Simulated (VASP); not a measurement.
A run of VASP 6.6.1 is set up as follows.

File INCAR:

```
ALGO = Normal
EDIFF = 1E-7
ENCUT = 520
GGA = PE
ISIF = 2
ISMEAR = 0
LASPH = True
LCHARG = False
LREAL = False
LWAVE = False
NBANDS = 30
NELM = 60
PREC = Accurate
SIGMA = 0.1
```

Contents of KPOINTS:

```
k-points
0
Gamma
  10 10 4
```

File POSCAR:

```
KP4Ru
1.0
    3.6715455592      0.0000000000      0.0000000000
    0.0000000000      3.6715455592      0.0000000000
    0.0000000000      0.0000000000      8.7857274860
K P Ru
1 4 1
Direct
    0.0000000000      0.0000000000      0.0000000000
    0.5000000000      0.0000000000      0.3161442246
    0.0000000000      0.5000000000      0.6838557754
    0.5000000000      0.0000000000      0.6838557754
    0.0000000000      0.5000000000      0.3161442246
    0.5000000000      0.5000000000      0.5000000000
```

Potentials or basis: VASP PAW PBE potentials, release 64 (K_sv, P, Ru_pv).

Command:

```sh
$ cat potpaw_PBE.64/K_sv/POTCAR potpaw_PBE.64/P/POTCAR potpaw_PBE.64/Ru_pv/POTCAR > POTCAR
$ mpirun -np 1 vasp_std > vasp.out
```

(1) What does it give for the largest force?

(2) Predict the pressure.

(3) Estimate the band gap on the k mesh.

Results:

(1) 0.016 eV/Å.

(2) -0.1 GPa.

(3) zero (an odd number of electrons rules out a gap without spin polarisation).
